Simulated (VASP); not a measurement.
Write the native input for VASP 6.6.1 that does the following.

```
Task                   : single point
Functional             : PBE
Potentials or basis    : VASP PAW PBE potentials, release 64 (Mg, Cd, S)
Cutoff                 : 520 eV
k mesh                 : 6 × 6 × 2
Occupations            : gaussian, width 0.1 eV
Spin                   : no spin polarisation
Dipole correction      : no
Further INCAR settings : ALGO = Normal; EDIFF = 1e-07; NBANDS = 26
```

The structure of Mg2CdS3 lies in POSCAR:

```
Mg2CdS3
1.0
    3.7690887102      0.0000000000      0.0000000000
   -1.8845443551      3.2641265721      0.0000000000
    0.0000000000      0.0000000000      9.2267705402
Mg Cd S
2 1 3
Direct
    0.3333333333      0.6666666667      0.6618837324
    0.6666666667      0.3333333333      0.3381162676
    0.0000000000      0.0000000000      0.0000000000
    0.0000000000      0.0000000000      0.5000000000
    0.3333333333      0.6666666667      0.1783877715
    0.6666666667      0.3333333333      0.8216122285
```

One way to write it, as run:

INCAR

```
SYSTEM = Mg2CdS3
PREC = Accurate ; ENCUT = 520
EDIFF = 1E-7 ; ISMEAR = 0
SIGMA = 0.1 ; LREAL = .FALSE.
LASPH = .TRUE. ; NELM = 100
ALGO = Normal ; ISIF = 2
LWAVE = .FALSE. ; LCHARG = .FALSE.
GGA = PE ; NBANDS = 26
```

KPOINTS

```
Automatic mesh
0
G
  6 6 2
  0 0 0
```

Potentials or basis: VASP PAW PBE potentials, release 64 (Mg, Cd, S).

Run with:

```console
$ cat potpaw_PBE.64/Mg/POTCAR potpaw_PBE.64/Cd/POTCAR potpaw_PBE.64/S/POTCAR > POTCAR
$ mpirun -np 1 vasp_std > vasp.out
```

It gave:

```json
{"Pressure": "-0.2 GPa", "Largest force": "0.017 eV/Å", "Band gap on the k mesh": "1.68 eV (least direct gap 2.29 eV)"}
```

It took 24 s on 1 thread of Intel(R) Xeon(R) 6975P-C (Granite Rapids) (shared host), peak memory 0.23 GiB.
